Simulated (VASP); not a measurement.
# BP (I-4m2) in VASP: notebook

The runs below take BP through electric field gradients, with PBE.

All numbers are computed with VASP 6.6.1; they aren't measurements. Logs are shortened: lines on timing, memory, paths and dates and some standing lists are left out, and cuts for length are marked.

## 1. The cell of the first run

It takes space group I-4m2 (No. 119, tetragonal). The conventional cell has a = 3.273 Å, b = 3.273 Å, c = 4.538 Å, α = 90.00°, β = 90.00°, γ = 90.00°. Within 2.6 Å of B (site symmetry -4m2) lie 4 P at 1.99 Å. P (site symmetry -4m2) has 4 B at 1.99 Å within 2.6 Å.

## 2. Electric field gradients, PBE (equal xx and yy strain of +2 %)

Input file INCAR:

```
SYSTEM = BP
PREC     = Accurate       ! precision mode
ENCUT    = 520            ! plane-wave cutoff, eV
EDIFF    = 1E-8           ! SCF threshold, eV
ISMEAR   = -1             ! smearing method
SIGMA    = 0.05           ! smearing width, eV
LREAL    = .False.        ! projectors in reciprocal space
LASPH    = .True.         ! aspherical terms in the spheres
NELM     = 60             ! most SCF steps
ALGO     = Normal         ! electronic algorithm
ISIF     = 2              ! what is computed and relaxed
LWAVE    = .False.        ! write WAVECAR
LCHARG   = .False.        ! write CHGCAR
GGA      = PE             ! functional
LEFG     = .True.       
NBANDS   = 11             ! bands
```

Input file KPOINTS:

```
regular mesh
0
Gamma
  15 15 15
  0 0 0
```

Input file POSCAR:

```
BP
1.0
    0.0000000000      2.3143800000      2.2690000000
    2.3143800000      0.0000000000      2.2690000000
    2.3143800000      2.3143800000      0.0000000000
B P
1 1
Direct
    0.0000000000      0.0000000000      0.0000000000
    0.7500000000      0.7500000000      0.7500000000
```

Potentials or basis: VASP PAW PBE potentials, release 64 (B, P).

Launch:

```sh
cat potpaw_PBE.64/B/POTCAR potpaw_PBE.64/P/POTCAR > POTCAR
mpirun -np 1 vasp_std > vasp.out
```

OUTCAR:

```text
SYSTEM = BP
   PREC = Accurate
   ENCUT = 520
   EDIFF = 1E-8
   ISMEAR = -1
   LREAL = .False.
   LASPH = .True.
   NELM = 60
   ISIF = 2
   GGA = PE

 ion  position               nearest neighbor table
   1  0.000  0.000  0.000-   2 1.99   2 1.99   2 1.99   2 1.99
   2  0.750  0.750  0.750-   1 1.99   1 1.99   1 1.99   1 1.99

  LATTYP: Found a body centered tetragonal cell.
 ALAT       =     3.2730275845
 C/A-ratio  =     1.3864838847

  Lattice vectors:

 A1 = (   0.0000000000,  -2.3143800000,  -2.2690000000)
 A2 = (   0.0000000000,   2.3143800000,  -2.2690000000)
 A3 = (   2.3143800000,   0.0000000000,   2.2690000000)

Analysis of symmetry for initial positions (statically):
=====================================================================
 Subroutine PRICEL returns:
 Original cell was already a primitive cell.

 Routine SETGRP: Setting up the symmetry group for a
 body centered tetragonal supercell.

 Subroutine GETGRP returns: Found  8 space group operations
 (whereof  8 operations were pure point group operations)
 out of a pool of 16 trial point group operations.

The static configuration has the point symmetry D_2d.

Analysis of symmetry for dynamics (positions and initial velocities):
=====================================================================
 Subroutine PRICEL returns:
 Original cell was already a primitive cell.

 Routine SETGRP: Setting up the symmetry group for a
 body centered tetragonal supercell.

 Subroutine GETGRP returns: Found  8 space group operations
 (whereof  8 operations were pure point group operations)
 out of a pool of 16 trial point group operations.

The dynamic configuration has the point symmetry D_2d.

 Subroutine INISYM returns: Found  8 space group operations
 (whereof  8 operations are pure point group operations),
 and found     1 'primitive' translations

----------------------------------------------------------------------------------------

                                     Primitive cell

  volume of cell :      24.3071

  direct lattice vectors                    reciprocal lattice vectors
     0.000000000  2.314380000  2.269000000    -0.216040581  0.216040581  0.220361393
     2.314380000  0.000000000  2.269000000     0.216040581 -0.216040581  0.220361393
     2.314380000  2.314380000  0.000000000     0.216040581  0.216040581 -0.220361393

  length of vectors
     3.241097929  3.241097929  3.273027584     0.376704405  0.376704405  0.376704405

  position of ions in fractional coordinates (direct lattice)
     0.000000000  0.000000000  0.000000000
     0.750000000  0.750000000  0.750000000

  ion indices of the primitive-cell ions
   primitive index   ion index
                 1           1
                 2           2

----------------------------------------------------------------------------------------

 KPOINTS: regular mesh

Automatic generation of k-mesh.
 Grid dimensions read from file:
 generate k-points for:   15   15   15

 Generating k-lattice:

  Cartesian coordinates                     Fractional coordinates (reciprocal lattice)
    -0.014402705  0.014402705  0.014690760     0.066666667  0.000000000  0.000000000
     0.014402705 -0.014402705  0.014690760     0.000000000  0.066666667  0.000000000
     0.014402705  0.014402705 -0.014690760     0.000000000  0.000000000  0.066666667

  Length of vectors
     0.025113627  0.025113627  0.025113627

  Shift w.r.t. Gamma in fractional coordinates (k-lattice)
     0.000000000  0.000000000  0.000000000

 Subroutine IBZKPT returns following result:
 ===========================================

 Found    288 irreducible k-points:

 Following reciprocal coordinates:
            Coordinates               Weight
  0.000000  0.000000  0.000000      1.000000
  0.066667  0.000000  0.000000      8.000000
  0.133333  0.000000  0.000000      8.000000
  0.200000 -0.000000  0.000000      8.000000
  0.266667  0.000000  0.000000      8.000000
  0.333333  0.000000  0.000000      8.000000
[... 16 lines left out ...]
  0.133333  0.133333  0.000000      2.000000
  0.200000  0.133333  0.000000      8.000000
 [... further k-points ...]
   k-points           NKPTS =    288   k-points in BZ     NKDIM =    288   number of bands    NBANDS=     11
   number of dos      NEDOS =    301   number of ions     NIONS =      2
   total plane-waves  NPLWV =  13824
   dimension x,y,z NGX =    24 NGY =   24 NGZ =   24
   dimension x,y,z NGXF=    48 NGYF=   48 NGZF=   48
   ions per type =               1   1
   NGX,Y,Z   is equivalent  to a cutoff of  12.31, 12.31, 12.19 a.u.
   NGXF,Y,Z  is equivalent  to a cutoff of  24.62, 24.62, 24.38 a.u.
 SYSTEM =  BP
   PREC   = accura    normal or accurate (medium, high low for compatibility)
   ISTART =      0    job   : 0-new  1-cont  2-samecut
   ICHARG =      2    charge: 1-file 2-atom 10-const
   ISPIN  =      1    spin polarized calculation?
   LNONCOLLINEAR =      F non collinear calculations
   LSORBIT =      F    spin-orbit coupling
   LASPH  =      T    aspherical Exc in radial PAW
   ENCUT  =  520.0 eV  38.22 Ry    6.18 a.u.   6.03  6.03  6.09*2*pi/ulx,y,z
   NELM   =     60;   NELMIN=  2; NELMDL= -5     # of ELM steps
   EDIFF  = 0.1E-07   stopping-criterion for ELM
   LREAL  =      F    real-space projection
   EDIFFG = 0.1E-06   stopping-criterion for IOM
   NSW    =      0    number of steps for IOM
   IBRION =     -1    ionic relax: 0-MD 1-quasi-New 2-CG
   NFREE  =      0    steps in history (QN), initial steepest desc. (CG)
   ISIF   =      2    stress and relaxation
   ISYM   =      2    0-nonsym 1-usesym 2-fastsym
   POTIM  = 0.5000    time-step for ionic-motion
   TEBEG  =    0.0;   TEEND  =   0.0 temperature during run
   PSTRESS=    0.0 pullay stress
   NELECT =       8.0000    total number of electrons
   NUPDOWN=      -1.0000    fix difference up-down
   EMIN   =  10.00;   EMAX   =-10.00  energy-range for DOS
   EFERMI =   0.00;   METHOD = LEGACY
   ISMEAR =    -1;   SIGMA  =   0.05  broadening in eV -4-tet -1-fermi 0-gaus
   EFERMI_NEDOS =   21; number of points for ismear=-14 and -15
   IALGO  =     38    algorithm
   IMIX   =      4    mixing-type and parameters
     AMIX     =   0.40;   BMIX     =  1.00
     AMIX_MAG =   1.60;   BMIX_MAG =  1.00
  volume/ion in A,a.u.               =      12.15        82.02
  Fermi-wavevector in a.u.,A,eV,Ry     =   1.130300  2.135956 17.382491  1.277577
  Thomas-Fermi vector in A             =   2.266996
   LORBIT       =      0    0 simple, 1 ext, 2 COOP (PROOUT), +10 PAW based schemes
   GGA     = PE    functional components
   LHFCALC =     F    Hartree Fock is set to
   AEXX    =    0.0000 exact exchange contribution
   IVDW    =     0    specifies the selected vdW correction
   LEPSILON=     F    determine dielectric tensor
   LRPA    =     F    only Hartree local field effects (RPA)
 non-spin polarized calculation
  energy-cutoff  :      520.00
  volume of cell :       24.31
 maximum number of plane-waves:       672
   NGX = 13   NGY = 13   NGZ = 13

 number of electron       7.9999999 magnetization

 Free energy of the ion-electron system (eV)
  ---------------------------------------------------
  ext. energy  EPLUGINS =         0.00000000
  ---------------------------------------------------
  free energy    TOTEN  =       -12.91298414 eV

  energy without entropy =      -12.91298407  energy(sigma->0) =      -12.91298411

 E-fermi :   7.5797     XC(G=0): -10.7380

 val. band max:        7.0948469931   @ k =   0.0000   0.0000   0.0000
 cond. band min:       8.0966842366   @ k =   0.4000   0.4000   0.0000
 fundamental gap:      1.0018372435
 Fermi energy:         7.5796628825

 k-point     1 :       0.0000    0.0000    0.0000
  band No.  band energies     occupation
      1      -8.1404      2.00000
      2       6.9092      2.00000
      3       6.9092      2.00000
      4       7.0948      1.99988
      5      10.2427      0.00000
      6      10.3565      0.00000
      7      10.3565      0.00000
      8      13.7440      0.00000
      9      18.2243      0.00000
     10      18.7379      0.00000
     11      19.2299      0.00000
[... 309 lines left out ...]
 k-point    24 :       0.2000    0.1333    0.0000
  band No.  band energies     occupation
      1      -7.4312      2.00000
      2       4.3979      2.00000
      3       5.2437      2.00000
      4       5.6676      2.00000
      5       9.5427      0.00000
      6      12.4871      0.00000
      7      12.6548      0.00000
      8      13.9142      0.00000
      9      17.6105      0.00000
     10      19.2712      0.00000
     11      20.2637      0.00000

 [... further k-points ...]
[... 5 lines left out ...]
  --------------------------------------------------------------------------------------
  -------------------------------------------------------------------------------------
  Total       -1.0392948     -1.0392948     -0.2810432      0.0000000      0.0000000     -0.0000000
  in kB      -68.5039364    -68.5039364    -18.5246393      0.0000000      0.0000000     -0.0000000
  external PRESSURE =     -51.8441707 kB  Pullay stress =       0.0000000 kB

 VOLUME and BASIS-vectors are now :
 -----------------------------------------------------------------------------
  energy-cutoff  :      520.00
  volume of cell :       24.31
      direct lattice vectors                 reciprocal lattice vectors
     0.000000000  2.314380000  2.269000000    -0.216040581  0.216040581  0.220361393
     2.314380000  0.000000000  2.269000000     0.216040581 -0.216040581  0.220361393
     2.314380000  2.314380000  0.000000000     0.216040581  0.216040581 -0.220361393

 POSITION                                       TOTAL-FORCE (eV/Angst)
 -----------------------------------------------------------------------------------
      0.00000      0.00000      0.00000         0.000000      0.000000     -0.000000
      3.47157      3.47157      3.40350        -0.000000     -0.000000      0.000000
 -----------------------------------------------------------------------------------
    total drift:                               -0.000000     -0.000000      0.000000

  FREE ENERGIE OF THE ION-ELECTRON SYSTEM (eV)
  ---------------------------------------------------
  free  energy   TOTEN  =       -12.9129841378 eV

  energy  without entropy=      -12.9129840749  energy(sigma->0) =      -12.91298411

 Electric field gradients (V/A^2)
---------------------------------------------------------------------
 ion       V_xx      V_yy      V_zz      V_xy      V_xz      V_yz
---------------------------------------------------------------------
   1       0.031     0.031    -0.063     0.000     0.000     0.000
   2       0.465     0.465    -0.931     0.000     0.000     0.000
---------------------------------------------------------------------

 Electric field gradients after diagonalization (V/A^2)
 (convention: |V_zz| > |V_xx| > |V_yy|)
----------------------------------------------------------------------
 ion       V_xx      V_yy      V_zz     asymmetry (V_yy - V_xx)/ V_zz
----------------------------------------------------------------------
   1       0.032     0.031    -0.063       0.001
   2       0.465     0.465    -0.931       0.000
----------------------------------------------------------------------

           NMR quadrupolar parameters

 Cq : quadrupolar parameter    Cq=e*Q*V_zz/h
 eta: asymmetry parameters     (V_yy - V_xx)/ V_zz
 Q  : nuclear electric quadrupole moment in mb (millibarn)
----------------------------------------------------------------------
 ion       Cq(MHz)       eta       Q (mb)
----------------------------------------------------------------------
   1      -0.000       0.001       1.000
   2      -0.002       0.000       1.000
----------------------------------------------------------------------
```

Wall time 27 s (1 thread of Intel Xeon Platinum 8488C (Sapphire Rapids), shared host); peak memory 0.19 GiB.

What came out:

```yaml
Free_energy: -12.9130 eV
Pressure: -5.2 GPa
Band_gap_on_the_k_mesh: 1.00 eV, indirect (least direct gap 3.15 eV)
```

Electric field gradients, principal values (V/Å²):
| atom | least | middle | greatest (by size) |
| --- | --- | --- | --- |
| 1 B | 0.031 | 0.032 | -0.063 |
| 2 P | 0.465 | 0.465 | -0.931 |

Caveat: the cell differs from its parent crystal (equal xx and yy strain of +2 %); without QUAD_EFG the Cq values of the log hold for a quadrupole moment of 1 mb, not for the nuclei. A k mesh can miss the band edges.

(Part 1 of 2 ends here.)
